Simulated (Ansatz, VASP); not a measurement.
# BaS in VASP and in Ansatz

```
Ba S
1.0
     0.00000    3.48422    3.48422
     3.48422    0.00000    3.48422
     3.48422    3.48422    0.00000
Ba S
1 1
Direct
  0.00000 0.00000 0.00000
  0.25000 0.25000 0.25000
```

Change from the starting cell: hydrostatic strain -1.0%.

Alike in both runs: task single point; functional r2SCAN; k mesh 6 × 6 × 6; no spin polarisation.

|  | VASP | Ansatz |
| --- | --- | --- |
| version | VASP 6.6.1 | Ansatz 0.2.0 |
| potentials or method | VASP PAW PBE potentials, release 64 (Ba_sv, S) | plane waves, PAW |
| plane-wave cutoff (eV) | 520 | 500 |
| occupations | gaussian, width 0.01 eV | fixed |
| valence electrons in the cell | 16 | 16 |

Ansatz gave:

- gap on the k mesh at the Fermi level (eV): 3.11
- pressure (GPa): 0.9

What did VASP give for the same quantities?

gap on the k mesh at the Fermi level (eV): 3.13; pressure (GPa): 1.4.

VASP's potentials were made for PBE, not for r2SCAN.

Neither program's run includes spin-orbit coupling.
